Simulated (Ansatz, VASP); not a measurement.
## Zr2O in VASP and in Ansatz

```
CELL_PARAMETERS angstrom
4.72828 0.00000 0.00000
0.00000 4.72828 0.00000
0.00000 0.00000 4.72828
ATOMIC_POSITIONS crystal
Zr 0.25000 0.25000 0.75000
Zr 0.75000 0.25000 0.25000
Zr 0.25000 0.75000 0.25000
Zr 0.75000 0.75000 0.75000
O 0.00000 0.00000 0.00000
O 0.50000 0.50000 0.50000
```

Change from the starting cell: strain -0.015 along x and y, -0.015 along z, atoms carried along.

Alike in both runs: task single point; functional PBEsol; k mesh 10 × 10 × 10; occupations gaussian, width 0.15 eV; no spin polarisation.

|  | VASP | Ansatz |
| --- | --- | --- |
| version | VASP 6.6.1 | Ansatz 0.2.0 |
| potentials or method | VASP PAW PBE potentials, release 64 (Zr_sv, O), cutoff 520 eV | scalar-relativistic, plane waves, PAW |
| valence electrons in the cell | 60 | 60 |

|  | VASP | Ansatz | Ansatz less VASP |
| --- | --- | --- | --- |
| gap on the k mesh at the Fermi level (eV) | none | none | - |
| pressure (GPa) | 7.4 | 7.1 | -0.31 |

VASP's potentials were made for PBE, not for PBEsol. A gap of «none» marks a metal or a gap that the smearing closes.
